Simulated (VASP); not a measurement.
# CdS in VASP: a series of runs, part 2 of 2

VASP 6.6.1. Earlier steps stand in the parts before.

## Step 3: Electric field gradients, PBE (atom 2 (S) moved by [0.056569, 0.056569, 0.0] A)

Input file INCAR:

```
SYSTEM = CdS
PREC     = Accurate       ! precision mode
ENCUT    = 520            ! plane-wave cutoff, eV
EDIFF    = 1E-8           ! SCF threshold, eV
ISMEAR   = -1             ! smearing method
SIGMA    = 0.01           ! smearing width, eV
LREAL    = .FALSE.        ! projectors in reciprocal space
LASPH    = .TRUE.         ! aspherical terms in the spheres
NELM     = 60             ! most SCF steps
ALGO     = Normal         ! electronic algorithm
ISIF     = 2              ! what is computed and relaxed
LWAVE    = .FALSE.        ! write WAVECAR
LCHARG   = .FALSE.        ! write CHGCAR
GGA      = PE             ! functional
LEFG     = .TRUE.       
NBANDS   = 16             ! bands
```

Input file KPOINTS:

```
regular mesh
0
G
  8 8 8
  0 0 0
```

Input file POSCAR:

```
CdS
1.0
    0.0000000000      2.9100000000      2.9100000000
    2.9100000000      0.0000000000      2.9100000000
    2.9100000000      2.9100000000      0.0000000000
Cd S
1 1
Direct
    0.0000000000      0.0000000000      0.0000000000
    0.7500000000      0.7500000000      0.7694395189
```

Potentials or basis: VASP PAW PBE potentials, release 64 (Cd, S).

On the command line:

```bash
> cat potpaw_PBE.64/Cd/POTCAR potpaw_PBE.64/S/POTCAR > POTCAR
> mpirun -np 1 vasp_std > vasp.out
```

OUTCAR:

```text
SYSTEM = CdS
   PREC = Accurate
   ENCUT = 520
   EDIFF = 1E-8
   ISMEAR = -1
   LREAL = .FALSE.
   LASPH = .TRUE.
   NELM = 60
   ISIF = 2
   GGA = PE

 ion  position               nearest neighbor table
   1  0.000  0.000  0.000-   2 2.46   2 2.52   2 2.52   2 2.59
   2  0.750  0.750  0.769-   1 2.46   1 2.52   1 2.52   1 2.59

  LATTYP: Found a face centered cubic cell.
 ALAT       =     5.8200000000

  Lattice vectors:

 A1 = (   0.0000000000,   2.9100000000,   2.9100000000)
 A2 = (   2.9100000000,   0.0000000000,   2.9100000000)
 A3 = (   2.9100000000,   2.9100000000,   0.0000000000)

Analysis of symmetry for initial positions (statically):
=====================================================================
 Subroutine PRICEL returns:
 Original cell was already a primitive cell.

 Routine SETGRP: Setting up the symmetry group for a
 face centered cubic supercell.

 Subroutine GETGRP returns: Found  2 space group operations
 (whereof  2 operations were pure point group operations)
 out of a pool of 48 trial point group operations.

The static configuration has the point symmetry C_1h.

Analysis of symmetry for dynamics (positions and initial velocities):
=====================================================================
 Subroutine PRICEL returns:
 Original cell was already a primitive cell.

 Routine SETGRP: Setting up the symmetry group for a
 face centered cubic supercell.

 Subroutine GETGRP returns: Found  2 space group operations
 (whereof  2 operations were pure point group operations)
 out of a pool of 48 trial point group operations.

The dynamic configuration has the point symmetry C_1h.

 Subroutine INISYM returns: Found  2 space group operations
 (whereof  2 operations are pure point group operations),
 and found     1 'primitive' translations

----------------------------------------------------------------------------------------

                                     Primitive cell

  volume of cell :      49.2843

  direct lattice vectors                    reciprocal lattice vectors
     0.000000000  2.910000000  2.910000000    -0.171821306  0.171821306  0.171821306
     2.910000000  0.000000000  2.910000000     0.171821306 -0.171821306  0.171821306
     2.910000000  2.910000000  0.000000000     0.171821306  0.171821306 -0.171821306

  length of vectors
     4.115361467  4.115361467  4.115361467     0.297603232  0.297603232  0.297603232

  position of ions in fractional coordinates (direct lattice)
     0.000000000  0.000000000  0.000000000
     0.750000000  0.750000000  0.769439519

  ion indices of the primitive-cell ions
   primitive index   ion index
                 1           1
                 2           2

----------------------------------------------------------------------------------------

 KPOINTS: regular mesh

Automatic generation of k-mesh.
 Grid dimensions read from file:
 generate k-points for:    8    8    8

 Generating k-lattice:

  Cartesian coordinates                     Fractional coordinates (reciprocal lattice)
    -0.021477663  0.021477663  0.021477663     0.125000000  0.000000000  0.000000000
[... 64 lines left out ...]
   NFREE  =      0    steps in history (QN), initial steepest desc. (CG)
   ISIF   =      2    stress and relaxation
   ISYM   =      2    0-nonsym 1-usesym 2-fastsym
   POTIM  = 0.5000    time-step for ionic-motion
   TEBEG  =    0.0;   TEEND  =   0.0 temperature during run
   PSTRESS=    0.0 pullay stress
   NELECT =      18.0000    total number of electrons
   NUPDOWN=      -1.0000    fix difference up-down
   EMIN   =  10.00;   EMAX   =-10.00  energy-range for DOS
   EFERMI =   0.00;   METHOD = LEGACY
   ISMEAR =    -1;   SIGMA  =   0.01  broadening in eV -4-tet -1-fermi 0-gaus
   EFERMI_NEDOS =   21; number of points for ismear=-14 and -15
   IALGO  =     38    algorithm
   IMIX   =      4    mixing-type and parameters
     AMIX     =   0.40;   BMIX     =  1.00
     AMIX_MAG =   1.60;   BMIX_MAG =  1.00
  volume/ion in A,a.u.               =      24.64       166.29
  Fermi-wavevector in a.u.,A,eV,Ry     =   1.170207  2.211371 18.631605  1.369384
  Thomas-Fermi vector in A             =   2.306669
   LORBIT       =      0    0 simple, 1 ext, 2 COOP (PROOUT), +10 PAW based schemes
   GGA     = PE    functional components
   LHFCALC =     F    Hartree Fock is set to
   AEXX    =    0.0000 exact exchange contribution
   IVDW    =     0    specifies the selected vdW correction
   LEPSILON=     F    determine dielectric tensor
   LRPA    =     F    only Hartree local field effects (RPA)
 non-spin polarized calculation
  energy-cutoff  :      520.00
  volume of cell :       49.28
 maximum number of plane-waves:      1363
   NGX = 15   NGY = 15   NGZ = 15

 number of electron      18.0000004 magnetization

 Free energy of the ion-electron system (eV)
  ---------------------------------------------------
  ext. energy  EPLUGINS =         0.00000000
  ---------------------------------------------------
  free energy    TOTEN  =        -6.09684330 eV

  energy without entropy =       -6.09684330  energy(sigma->0) =       -6.09684330

 E-fermi :   1.6459     XC(G=0):  -9.1810

 val. band max:        1.3859031426   @ k =   0.0000   0.0000   0.0000
 cond. band min:       2.5435824357   @ k =   0.0000   0.0000   0.0000
 fundamental gap:      1.1576792932
 Fermi energy:         1.6459019514

 k-point     1 :       0.0000    0.0000    0.0000
  band No.  band energies     occupation
      1     -11.0482      2.00000
      2      -6.4449      2.00000
      3      -6.3892      2.00000
      4      -6.3299      2.00000
      5      -5.8996      2.00000
      6      -5.8983      2.00000
[... 433 lines left out ...]
      3      -6.2435      2.00000
      4      -5.9575      2.00000
      5      -5.8655      2.00000
      6      -5.8216      2.00000
[... 8 lines left out ...]
     15      13.3022      0.00000
     16      13.5785      0.00000

 [... further k-points ...]
[... 5 lines left out ...]
  --------------------------------------------------------------------------------------
  -------------------------------------------------------------------------------------
  Total        1.1671858      1.1671858      1.2016042      0.0667102      0.4280945      0.4280945
  in kB       37.9438684     37.9438684     39.0627733      2.1686717     13.9168599     13.9168603
  external PRESSURE =      38.3168367 kB  Pullay stress =       0.0000000 kB

 VOLUME and BASIS-vectors are now :
 -----------------------------------------------------------------------------
  energy-cutoff  :      520.00
  volume of cell :       49.28
      direct lattice vectors                 reciprocal lattice vectors
     0.000000000  2.910000000  2.910000000    -0.171821306  0.171821306  0.171821306
     2.910000000  0.000000000  2.910000000     0.171821306 -0.171821306  0.171821306
     2.910000000  2.910000000  0.000000000     0.171821306  0.171821306 -0.171821306

 POSITION                                       TOTAL-FORCE (eV/Angst)
 -----------------------------------------------------------------------------------
      0.00000      0.00000      0.00000         0.306982      0.306982      0.067675
      4.42157      4.42157      4.36500        -0.306982     -0.306982     -0.067675
 -----------------------------------------------------------------------------------
    total drift:                                0.000059      0.000059     -0.000002

  FREE ENERGIE OF THE ION-ELECTRON SYSTEM (eV)
  ---------------------------------------------------
  free  energy   TOTEN  =        -6.0968433015 eV

  energy  without entropy=       -6.0968433015  energy(sigma->0) =       -6.09684330

 Electric field gradients (V/A^2)
---------------------------------------------------------------------
 ion       V_xx      V_yy      V_zz      V_xy      V_xz      V_yz
---------------------------------------------------------------------
   1       0.624     0.624    -1.248    -0.955   -26.687   -26.687
   2      -0.025    -0.025     0.051    -0.451     5.867     5.867
---------------------------------------------------------------------

 Electric field gradients after diagonalization (V/A^2)
 (convention: |V_zz| > |V_xx| > |V_yy|)
----------------------------------------------------------------------
 ion       V_xx      V_yy      V_zz     asymmetry (V_yy - V_xx)/ V_zz
----------------------------------------------------------------------
   1      36.955     1.579   -38.534       0.918
   2       8.089     0.426    -8.514       0.900
----------------------------------------------------------------------

           NMR quadrupolar parameters

 Cq : quadrupolar parameter    Cq=e*Q*V_zz/h
 eta: asymmetry parameters     (V_yy - V_xx)/ V_zz
 Q  : nuclear electric quadrupole moment in mb (millibarn)
----------------------------------------------------------------------
 ion       Cq(MHz)       eta       Q (mb)
----------------------------------------------------------------------
   1      -0.093       0.918       1.000
   2      -0.021       0.900       1.000
----------------------------------------------------------------------
```

Wall time 65 s (1 thread of AMD EPYC 9R14 (Zen 4), shared host); peak memory 0.23 GiB.

Results:

| Property | Result |
| --- | --- |
| Free energy | -6.0968 eV |
| Pressure | 3.8 GPa |
| Largest force | 0.439 eV/Å |
| Band gap on the k mesh | 1.16 eV, direct |

Forces on the atoms (eV/Å):
```
Cd   0.307  0.307  0.068
S   -0.307 -0.307 -0.068
```

Stress tensor (GPa, compression positive):
```
3.79 0.22 1.39
0.22 3.79 1.39
1.39 1.39 3.91
```

Electric field gradients, principal values (V/Å²):
```
atom  least  middle  greatest (by size)
1 Cd  1.579  36.955             -38.534
 2 S  0.426   8.089              -8.514
```

Caveat: the cell differs from its parent crystal (atom 2 (S) moved by [0.056569, 0.056569, 0.0] A); without QUAD_EFG the Cq values of the log hold for a quadrupole moment of 1 mb, not for the nuclei.
